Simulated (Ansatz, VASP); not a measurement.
**InSb in VASP and in Ansatz**

INCAR

```
SYSTEM = InSb
ALGO = Normal
EDIFF = 1E-6
ENCUT = 520
GGA = CA
ISIF = 2
ISMEAR = 0
LASPH = .TRUE.
LCHARG = .FALSE.
LREAL = .FALSE.
LWAVE = .FALSE.
NBANDS = 16
NELM = 80
PREC = Accurate
SIGMA = 0.15
```

Contents of KPOINTS:

```
k-points
0
G
  14 14 14
  0 0 0
```

Contents of POSCAR:

```
InSb
1.0
    0.0000000000      3.0735130000      3.1196156950
    3.0735130000      0.0000000000      3.1196156950
    3.0735130000      3.0735130000      0.0000000000
In Sb
1 1
Direct
    0.0000000000      0.0000000000      0.0000000000
    0.5000000000      0.5000000000      0.5000000000
```

Input for Ansatz:

```yaml
crystal:
  lattice:
    - [0.0, 3.073513, 3.119615695]
    - [3.073513, 0.0, 3.119615695]
    - [3.073513, 3.073513, 0.0]
  atoms:
    - { symbol: In, position: [0.0, 0.0, 0.0] }
    - { symbol: Sb, position: [0.5, 0.5, 0.5] }
basis:
  ecutwfc: 420
kpoints:
  mp_grid: { grid: [14, 14, 14] }
hamiltonian:
  xc: lda
scf:
  occupations: { method: gaussian, width: 0.15 }
output:
  forces: true
  stress: true
  eigenvalues: true
```

Change from the starting cell: strain +0.0150 x Voigt [0, 0, 1, 0, 0, 0], atoms carried along.

Alike in both runs: task single point; functional LDA; k mesh 14 × 14 × 14; occupations gaussian, width 0.15 eV; no spin polarisation.

|  | VASP | Ansatz |
| --- | --- | --- |
| version | VASP 6.6.1 | Ansatz 0.2.0 |
| potentials or method | VASP PAW LDA potentials, release 64 (In_d, Sb), cutoff 520 eV | scalar-relativistic, plane waves, PAW |
| valence electrons in the cell | 18 | 28 |

|  | VASP | Ansatz | Ansatz less VASP |
| --- | --- | --- | --- |
| gap on the k mesh at the Fermi level (eV) | none | none | - |
| pressure (GPa) | -4.6 | -4.7 | -0.04 |
| traceless stress, the component that is largest in VASP (GPa) | -0.54 | -0.54 | +0.002 |

LDA's correlation is that of Perdew and Zunger in VASP and of Perdew and Wang (1992) in Ansatz. A gap of «none» marks a metal or a gap that the smearing closes. VASP's potentials hold 18 valence electrons a cell and Ansatz's 28, so a difference there can come from the potentials and not from the codes.

Neither program's run includes spin-orbit coupling.
